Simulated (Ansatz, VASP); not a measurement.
## One calculation of W, two programs

```
W
1.0
     2.71171    0.00000    0.00000
    -1.35585    2.34841    0.00000
     0.00000    0.00000    4.83813
W
2
Direct
  0.33333 0.66667 0.25000
  0.66667 0.33333 0.75000
```

Alike in both runs: task single point; functional RPBE; k mesh 15 × 15 × 7; occupations fermi-dirac, width 0.1 eV; no spin polarisation.

|  | VASP | Ansatz |
| --- | --- | --- |
| version | VASP 6.6.1 | Ansatz 0.2.0 |
| potentials or method | VASP PAW PBE potentials, release 64 (W_sv), cutoff 520 eV | plane waves (420 eV) with PAW, scalar-relativistic |
| valence electrons in the cell | 28 | 28 |

Ansatz gave:

```
pressure (GPa)                                                : 26.7
traceless stress, the component that is largest in VASP (GPa) : -3.85
```

Task: Estimate VASP's values.

Result: Pressure (GPa): 27.5; traceless stress, the component that is largest in VASP (GPa): -4.01.

VASP's potentials were made for PBE, not for RPBE. With one functional, cell and mesh, what is left measures potentials, basis and numerics.

Neither program's run includes spin-orbit coupling.
